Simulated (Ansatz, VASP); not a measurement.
Two plane-wave programs on Cd

```
Cd
1.0
    -2.39654   -0.00208   -2.39492
    -2.15765   -4.45552    2.16253
    -2.16699    4.46065    2.16857
Cd
4
Cartesian
  -0.0043 0.0032 -0.0015
  -2.2841 -2.2350 -0.1194
  -2.2776 2.2347 -0.1055
  -2.1552 0.0001 2.1627
```

Change from the starting cell: cell x4, atoms moved at random (sigma 0.05 Å) and cell strained at random (1.5 %), then relaxed without symmetry.

Alike in both runs: functional PBE; k mesh 6 × 4 × 4; occupations gaussian, width 0.2 eV; no spin polarisation.

Ansatz relaxed the structure, and its values are those at the end. VASP's run is a single point on that final structure, the one shown.

|  | VASP | Ansatz |
| --- | --- | --- |
| version | VASP 6.6.1 | Ansatz 0.2.0 |
| potentials or method | VASP PAW PBE potentials, release 64 (Cd), cutoff 520 eV | scalar-relativistic, plane waves, PAW |
| valence electrons in the cell | 48 | 80 |

Ansatz gave:

* gap on the k mesh at the Fermi level (eV): none
* pressure (GPa): 0.0
* rms of the force components (eV/Å): 0.007

Question: Estimate VASP's values.

Answer: gap on the k mesh at the Fermi level (eV): none; pressure (GPa): 0.2; rms of the force components (eV/Å): 0.007.

A gap of «none» marks a metal or a gap that the smearing closes. VASP's potentials hold 48 valence electrons a cell and Ansatz's 80, so a difference there can come from the potentials and not from the codes.
